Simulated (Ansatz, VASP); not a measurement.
## One calculation of Pb, two programs

The input INCAR:

```
SYSTEM = Pb
PREC = Accurate
ENCUT = 520
EDIFF = 1E-6
ISMEAR = -1
SIGMA = 0.1
LREAL = .FALSE.
LASPH = .TRUE.
NELM = 60
ALGO = Normal
ISIF = 2
LWAVE = .FALSE.
LCHARG = .FALSE.
GGA = PE
NBANDS = 13
```

KPOINTS

```
Automatic mesh
0
G
  12 12 12
  0 0 0
```

POSCAR

```
Pb
1.0
    0.0000000000      2.5175937382      2.5175937382
    2.5175937382      0.0000000000      2.5175937382
    2.5175937382      2.5175937382      0.0000000000
Pb
1
Direct
    0.0000000000      0.0000000000      0.0000000000
```

Input for Ansatz:

```yaml
crystal:
  lattice:
    - [0.0, 2.5175937382, 2.5175937382]
    - [2.5175937382, 0.0, 2.5175937382]
    - [2.5175937382, 2.5175937382, 0.0]
  atoms:
    - { symbol: Pb, position: [0.0, 0.0, 0.0] }
hamiltonian:
  xc: pbe
  pseudopotentials:
    kind: paw
    azcp:
      Pb: "pseudopotentials/Pb.paw.azcp"
basis:
  ecutwfc: 420
  fft_grid_basis: typed
kpoints:
  mp_grid: { grid: [12, 12, 12], shift: [0, 0, 0] }
magnetization:
  spin_polarized: false
scf:
  occupations: { method: fermi_dirac, width: 0.1 }
  lower_state_search: "off"
output:
  stress: true
```

Alike in both runs: task single point; functional PBE; k mesh 12 × 12 × 12; occupations fermi-dirac, width 0.1 eV; no spin polarisation.

```csv
,VASP,Ansatz
version,VASP 6.6.1,Ansatz 0.2.0
potentials or method,"VASP PAW PBE potentials, release 64 (Pb_d), cutoff 520 eV","plane waves (420 eV) with PAW, scalar-relativistic"
valence electrons in the cell,14,14
```

```csv
,VASP,Ansatz,Ansatz less VASP
pressure (GPa),0.3,0.3,+0.05
```

The functional is the same, so the differences come from potentials, cutoffs and numerics.

Neither program's run includes spin-orbit coupling.
